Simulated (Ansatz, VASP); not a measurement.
## B: VASP beside Ansatz

```
B
1.0
    -1.12297    1.16118    1.45946
     1.12297   -1.16118    1.45946
     1.12297    1.16118   -1.45946
B
1
Direct
  0.00000 0.00000 0.00000
```

Alike in both runs: task relaxation of cell and atoms; functional PBE; k mesh 10 × 10 × 10; occupations gaussian, width 0.1 eV; no spin polarisation.

```csv
,VASP,Ansatz
version,VASP 6.6.1,Ansatz 0.2.0
potentials or method,"VASP PAW PBE potentials, release 64 (B), cutoff 600 eV","scalar-relativistic, plane waves, PAW"
valence electrons in the cell,3,3
```

|  | VASP | Ansatz | Ansatz less VASP |
| --- | --- | --- | --- |
| gap on the k mesh at the Fermi level, each at its own relaxed structure (eV) | none | none | - |
| relaxed volume (Å³/atom) | 7.03 | 7.01 | -0.021 |
| relaxed length of the cell vector where the two differ most in proportion (Å) | 2.236 | 2.233 | -0.0028 |

A gap of «none» marks a metal or a gap that the smearing closes.

The k mesh is coarse, so the values compare programs but aren't converged.
